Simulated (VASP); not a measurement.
# Ir (Fm-3m) in VASP: single point with PBE

Aim: the single point of Ir with PBE.

Program: VASP 6.6.1. These are calculated values, not measurements. Logs are shortened: lines on timing, memory, paths and dates and some standing lists are left out, and cuts for length are marked.

## 1. The cell of the first run

Symmetry: Fm-3m, No. 225, cubic system. The conventional cell has a = 3.831 Å, b = 3.831 Å, c = 3.831 Å, α = 90.00°, β = 90.00°, γ = 90.00°. Ir (site symmetry m-3m) has 12 Ir at 2.71 Å within 3.6 Å.

## 2. Single point, PBE

Input file INCAR:

```
  ALGO = Normal
  EDIFF = 1E-6
  ENCUT = 520
  GGA = PE
  ISIF = 2
  ISMEAR = -1
  LASPH = T
  LCHARG = F
  LREAL = F
  LWAVE = F
  NBANDS = 10
  NELM = 100
  PREC = Accurate
  SIGMA = 0.1
```

Input file KPOINTS:

```
k-points
0
Gamma
  14 14 14
```

Input file POSCAR:

```
Ir
1.0
    0.0000000000      1.9156000000      1.9156000000
    1.9156000000      0.0000000000      1.9156000000
    1.9156000000      1.9156000000      0.0000000000
Ir
1
Direct
    0.0000000000      0.0000000000      0.0000000000
```

Potentials or basis: VASP PAW PBE potentials, release 64 (Ir).

On the command line:

```console
> cat potpaw_PBE.64/Ir/POTCAR > POTCAR
> mpirun -np 1 vasp_std > vasp.out
```

OUTCAR:

```text
EDIFF = 1E-6
   ENCUT = 520
   GGA = PE
   ISIF = 2
   ISMEAR = -1
   LASPH = T
   LREAL = F
   NELM = 100
   PREC = Accurate

 ion  position               nearest neighbor table
   1  0.000  0.000  0.000-

  LATTYP: Found a face centered cubic cell.
 ALAT       =     3.8312000000

  Lattice vectors:

 A1 = (   0.0000000000,   1.9156000000,   1.9156000000)
 A2 = (   1.9156000000,   0.0000000000,   1.9156000000)
 A3 = (   1.9156000000,   1.9156000000,   0.0000000000)

Analysis of symmetry for initial positions (statically):
=====================================================================
 Subroutine PRICEL returns:
 Original cell was already a primitive cell.

 Routine SETGRP: Setting up the symmetry group for a
 face centered cubic supercell.

 Subroutine GETGRP returns: Found 48 space group operations
 (whereof 48 operations were pure point group operations)
 out of a pool of 48 trial point group operations.

The static configuration has the point symmetry O_h .

Analysis of symmetry for dynamics (positions and initial velocities):
=====================================================================
 Subroutine PRICEL returns:
 Original cell was already a primitive cell.

 Routine SETGRP: Setting up the symmetry group for a
 face centered cubic supercell.

 Subroutine GETGRP returns: Found 48 space group operations
 (whereof 48 operations were pure point group operations)
 out of a pool of 48 trial point group operations.

The dynamic configuration has the point symmetry O_h .

 Subroutine INISYM returns: Found 48 space group operations
 (whereof 48 operations are pure point group operations),
 and found     1 'primitive' translations

----------------------------------------------------------------------------------------

                                     Primitive cell

  volume of cell :      14.0587

  direct lattice vectors                    reciprocal lattice vectors
     0.000000000  1.915600000  1.915600000    -0.261014826  0.261014826  0.261014826
     1.915600000  0.000000000  1.915600000     0.261014826 -0.261014826  0.261014826
     1.915600000  1.915600000  0.000000000     0.261014826  0.261014826 -0.261014826

  length of vectors
     2.709067500  2.709067500  2.709067500     0.452090940  0.452090940  0.452090940

  position of ions in fractional coordinates (direct lattice)
     0.000000000  0.000000000  0.000000000

  ion indices of the primitive-cell ions
   primitive index   ion index
                 1           1

----------------------------------------------------------------------------------------

 KPOINTS: k-points

Automatic generation of k-mesh.
 Grid dimensions read from file:
 generate k-points for:   14   14   14

 Generating k-lattice:

  Cartesian coordinates                     Fractional coordinates (reciprocal lattice)
    -0.018643916  0.018643916  0.018643916     0.071428571  0.000000000  0.000000000
     0.018643916 -0.018643916  0.018643916     0.000000000  0.071428571  0.000000000
     0.018643916  0.018643916 -0.018643916     0.000000000  0.000000000  0.071428571

  Length of vectors
     0.032292210  0.032292210  0.032292210

  Shift w.r.t. Gamma in fractional coordinates (k-lattice)
     0.000000000  0.000000000  0.000000000

 Subroutine IBZKPT returns following result:
 ===========================================

 Found    104 irreducible k-points:

 Following reciprocal coordinates:
            Coordinates               Weight
  0.000000  0.000000  0.000000      1.000000
  0.071429  0.000000  0.000000      8.000000
  0.142857  0.000000  0.000000      8.000000
  0.214286  0.000000  0.000000      8.000000
  0.285714  0.000000  0.000000      8.000000
  0.357143  0.000000  0.000000      8.000000
[... 16 lines left out ...]
  0.214286  0.142857  0.000000     24.000000
  0.285714  0.142857  0.000000     24.000000
 [... further k-points ...]
   k-points           NKPTS =    104   k-points in BZ     NKDIM =    104   number of bands    NBANDS=     10
   number of dos      NEDOS =    301   number of ions     NIONS =      1
   total plane-waves  NPLWV =   8000
   dimension x,y,z NGX =    20 NGY =   20 NGZ =   20
   dimension x,y,z NGXF=    40 NGYF=   40 NGZF=   40
   ions per type =               1
   NGX,Y,Z   is equivalent  to a cutoff of  12.27, 12.27, 12.27 a.u.
   NGXF,Y,Z  is equivalent  to a cutoff of  24.55, 24.55, 24.55 a.u.
 SYSTEM =  unknown system
   PREC   = accura    normal or accurate (medium, high low for compatibility)
   ISTART =      0    job   : 0-new  1-cont  2-samecut
   ICHARG =      2    charge: 1-file 2-atom 10-const
   ISPIN  =      1    spin polarized calculation?
   LNONCOLLINEAR =      F non collinear calculations
   LSORBIT =      F    spin-orbit coupling
   LASPH  =      T    aspherical Exc in radial PAW
   ENCUT  =  520.0 eV  38.22 Ry    6.18 a.u.   5.04  5.04  5.04*2*pi/ulx,y,z
   NELM   =    100;   NELMIN=  2; NELMDL= -5     # of ELM steps
   EDIFF  = 0.1E-05   stopping-criterion for ELM
   LREAL  =      F    real-space projection
   EDIFFG = 0.1E-04   stopping-criterion for IOM
   NSW    =      0    number of steps for IOM
   IBRION =     -1    ionic relax: 0-MD 1-quasi-New 2-CG
   NFREE  =      0    steps in history (QN), initial steepest desc. (CG)
   ISIF   =      2    stress and relaxation
   ISYM   =      2    0-nonsym 1-usesym 2-fastsym
   POTIM  = 0.5000    time-step for ionic-motion
   TEBEG  =    0.0;   TEEND  =   0.0 temperature during run
   PSTRESS=    0.0 pullay stress
   NELECT =       9.0000    total number of electrons
   NUPDOWN=      -1.0000    fix difference up-down
   EMIN   =  10.00;   EMAX   =-10.00  energy-range for DOS
   EFERMI =   0.00;   METHOD = LEGACY
   ISMEAR =    -1;   SIGMA  =   0.10  broadening in eV -4-tet -1-fermi 0-gaus
   EFERMI_NEDOS =   21; number of points for ismear=-14 and -15
   IALGO  =     38    algorithm
   IMIX   =      4    mixing-type and parameters
     AMIX     =   0.40;   BMIX     =  1.00
     AMIX_MAG =   1.60;   BMIX_MAG =  1.00
  volume/ion in A,a.u.               =      14.06        94.87
  Fermi-wavevector in a.u.,A,eV,Ry     =   1.410937  2.666284 27.085691  1.990742
  Thomas-Fermi vector in A             =   2.532839
   LORBIT       =      0    0 simple, 1 ext, 2 COOP (PROOUT), +10 PAW based schemes
   GGA     = PE    functional components
   LHFCALC =     F    Hartree Fock is set to
   AEXX    =    0.0000 exact exchange contribution
   IVDW    =     0    specifies the selected vdW correction
   LEPSILON=     F    determine dielectric tensor
   LRPA    =     F    only Hartree local field effects (RPA)
 non-spin polarized calculation
  energy-cutoff  :      520.00
  volume of cell :       14.06
 maximum number of plane-waves:       388
   NGX =  9   NGY =  9   NGZ =  9

 number of electron       9.0000000 magnetization

 Free energy of the ion-electron system (eV)
  ---------------------------------------------------
  ext. energy  EPLUGINS =         0.00000000
  ---------------------------------------------------
  free energy    TOTEN  =        -8.84215078 eV

  energy without entropy =       -8.80765883  energy(sigma->0) =       -8.82490480

 E-fermi :  10.4399     XC(G=0): -14.0257

 val. band max:       10.4313549413   @ k =  -0.2143   0.3571   0.1429
 cond. band min:      10.4866272720   @ k =   0.4286   0.3571   0.0000
 fundamental gap:      0.0552723307
 Fermi energy:        10.4398833408

 k-point     1 :       0.0000    0.0000    0.0000
  band No.  band energies     occupation
      1      -0.6716      2.00000
      2       6.5936      2.00000
      3       6.5936      2.00000
      4       6.5936      2.00000
      5       9.3090      1.99998
      6       9.3090      1.99998
      7      24.8292      0.00000
      8      30.4520      0.00000
      9      30.4520      0.00000
     10      30.4520      0.00000

 k-point     2 :       0.0714    0.0000    0.0000
  band No.  band energies     occupation
      1      -0.4438      2.00000
      2       6.4729      2.00000
      3       6.6918      2.00000
      4       6.6918      2.00000
      5       9.2462      1.99999
      6       9.2462      1.99999
      7      25.2224      0.00000
      8      29.3163      0.00000
      9      30.8281      0.00000
     10      30.8281      0.00000

 k-point     3 :       0.1429    0.0000    0.0000
  band No.  band energies     occupation
      1       0.1984      2.00000
      2       6.1978      2.00000
      3       6.9200      2.00000
      4       6.9200      2.00000
      5       9.1480      2.00000
      6       9.1480      2.00000
      7      26.2146      0.00000
      8      27.3740      0.00000
      9      31.8994      0.00000
     10      31.8994      0.00000

 k-point     4 :       0.2143    0.0000    0.0000
  band No.  band energies     occupation
      1       1.1002      2.00000
      2       6.0153      2.00000
      3       7.0640      2.00000
      4       7.0640      2.00000
      5       9.2733      1.99998
      6       9.2733      1.99998
      7      25.3128      0.00000
      8      27.2847      0.00000
      9      33.4836      0.00000
     10      33.4836      0.00000

 k-point     5 :       0.2857    0.0000    0.0000
  band No.  band energies     occupation
      1       1.9152      2.00000
      2       6.3275      2.00000
      3       6.9601      2.00000
      4       6.9601      2.00000
      5       9.8004      1.99667
      6       9.8004      1.99667
      7      23.3092      0.00000
      8      26.9231      0.00000
      9      34.4572      0.00000
     10      34.4579      0.00000

 k-point     6 :       0.3571    0.0000    0.0000
  band No.  band energies     occupation
      1       2.2956      2.00000
      2       6.7372      2.00000
      3       6.7372      2.00000
      4       7.4332      2.00000
      5      10.5385      0.54320
      6      10.5385      0.54319
      7      21.0767      0.00000
      8      25.6089      0.00000
      9      32.5175      0.00000
     10      32.5175      0.00000
[... 183 lines left out ...]
 k-point    21 :      -0.0714    0.0714    0.0000
  band No.  band energies     occupation
      1      -0.0754      2.00000
      2       6.2593      2.00000
      3       6.8307      2.00000
      4       6.8876      2.00000
      5       8.9774      2.00000
      6       9.3552      1.99996
      7      25.8352      0.00000
      8      28.3734      0.00000
      9      30.6728      0.00000
     10      31.7836      0.00000

 k-point    22 :       0.1429    0.1429    0.0000
  band No.  band energies     occupation
      1       0.4974      2.00000
      2       5.7583      2.00000
      3       7.2767      2.00000
      4       7.2767      2.00000
      5       8.3537      2.00000
      6       9.6578      1.99920
      7      26.8284      0.00000
      8      28.6805      0.00000
      9      30.6469      0.00000
     10      30.6469      0.00000

 k-point    23 :       0.2143    0.1429    0.0000
  band No.  band energies     occupation
      1       1.2053      2.00000
      2       5.4130      2.00000
      3       7.4021      2.00000
      4       7.5960      2.00000
      5       8.2776      2.00000
      6       9.8579      1.99408
      7      27.4491      0.00000
      8      27.9013      0.00000
      9      30.6588      0.00000
     10      31.2215      0.00000

 k-point    24 :       0.2857    0.1429    0.0000
  band No.  band energies     occupation
      1       2.0907      2.00000
      2       5.2336      2.00000
      3       6.9650      2.00000
      4       7.7194      2.00000
      5       9.0766      2.00000
      6      10.2652      1.70321
      7      25.4740      0.00000
      8      28.3831      0.00000
      9      30.5710      0.00000
     10      31.5402      0.00000

 [... further k-points ...]

------------------------ aborting loop because EDIFF is reached ----------------------------------------

  FORCE on cell =-STRESS in cart. coord.  units (eV):
  Direction    XX          YY          ZZ          XY          YZ          ZX
  --------------------------------------------------------------------------------------
  -------------------------------------------------------------------------------------
  Total        1.1071198      1.1071198      1.1071198      0.0000000      0.0000000      0.0000000
  in kB      126.1713374    126.1713374    126.1713374      0.0000000      0.0000000      0.0000000
  external PRESSURE =     126.1713374 kB  Pullay stress =       0.0000000 kB

 VOLUME and BASIS-vectors are now :
 -----------------------------------------------------------------------------
  energy-cutoff  :      520.00
  volume of cell :       14.06
      direct lattice vectors                 reciprocal lattice vectors
     0.000000000  1.915600000  1.915600000    -0.261014826  0.261014826  0.261014826
     1.915600000  0.000000000  1.915600000     0.261014826 -0.261014826  0.261014826
     1.915600000  1.915600000  0.000000000     0.261014826  0.261014826 -0.261014826

 POSITION                                       TOTAL-FORCE (eV/Angst)
 -----------------------------------------------------------------------------------
      0.00000      0.00000      0.00000        -0.000000      0.000000     -0.000000
 -----------------------------------------------------------------------------------
    total drift:                                0.000000     -0.000000     -0.000000

  FREE ENERGIE OF THE ION-ELECTRON SYSTEM (eV)
  ---------------------------------------------------
  free  energy   TOTEN  =        -8.8421507774 eV

  energy  without entropy=       -8.8076588261  energy(sigma->0) =       -8.82490480
```

Wall time 8.9 s (1 thread of Intel Xeon 6975P-C, shared host); peak memory 0.14 GiB.

Results:

```
Free energy : -8.8422 eV
Pressure    : 12.6 GPa
```

Caveat: spin-orbit coupling is left out, which moves the levels of the heavy elements.
